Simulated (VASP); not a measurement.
PtSe3: single point with PBE

The system is PtSe3.

```xyz
8
Lattice="7.9271 0.0000 0.0000 -3.9636 6.8651 0.0000 0.0000 0.0000 3.5082" Properties=species:S:1:pos:R:3 pbc="T T T"
Pt    0.0000    4.5767    0.8771
Pt    3.9636    2.2884    2.6312
Se    3.9636    4.1149    0.8771
Se   -1.5819    5.4900    2.6312
Se    2.3817    1.3751    0.8771
Se    0.0000    2.7501    2.6312
Se    5.5454    1.3751    0.8771
Se    1.5819    5.4900    2.6312
```

```json
{"Program": "VASP 6.6.1", "Task": "single point", "Functional": "PBE", "Potentials or basis": "VASP PAW PBE potentials, release 64 (Pt, Se)", "Cutoff": "520 eV", "k mesh": "6 × 6 × 10", "Occupations": "gaussian, width 0.1 eV", "Spin": "no spin polarisation", "Dipole correction": "no", "Further INCAR settings": "ALGO = Normal; EDIFF = 1e-07; NBANDS = 38"}
```

| Quantity | Value |
| --- | --- |
| Pressure | 0.0 GPa |
| Band gap on the k mesh | zero (bands 28 and 29 overlap by 1.44 eV) |

Forces on the atoms (eV/Å):
```
Pt   0.000  0.000  0.000
Pt   0.000  0.000  0.000
Se   0.000  0.003  0.000
Se  -0.002  0.001  0.000
Se  -0.002 -0.001  0.000
Se   0.000 -0.003  0.000
Se   0.002 -0.001  0.000
Se   0.002  0.001  0.000
```

Levels at points of the mesh, in eV from the Fermi level:
| k point | band 24 | band 25 | band 26 | band 27 | band 28 | band 29 | band 30 | band 31 | band 32 | band 33 |
| --- | --- | --- | --- | --- | --- | --- | --- | --- | --- | --- |
| (0.00, 0.00, 0.00) | -1.91 | -0.69 | -0.69 | -0.64 | 0.97 | 0.97 | 1.11 | 1.11 | 1.71 | 1.89 |
| (0.50, 0.00, 0.00) | -1.17 | -0.96 | -0.54 | -0.48 | 0.28 | 0.67 | 0.80 | 1.03 | 1.57 | 1.81 |
| (0.00, 0.00, 0.50) | -2.72 | -0.76 | -0.76 | -0.24 | -0.24 | -0.24 | -0.24 | 1.63 | 1.63 | 1.63 |
| (0.50, 0.00, 0.50) | -1.76 | -1.26 | -1.26 | -1.16 | -1.16 | 0.22 | 0.22 | 1.21 | 1.21 | 1.59 |

Run time: 9 min on 1 thread of Intel Xeon 8259CL (shared host), peak memory 0.45 GiB.

Caveat: spin-orbit coupling is left out, which moves the levels of the heavy elements.
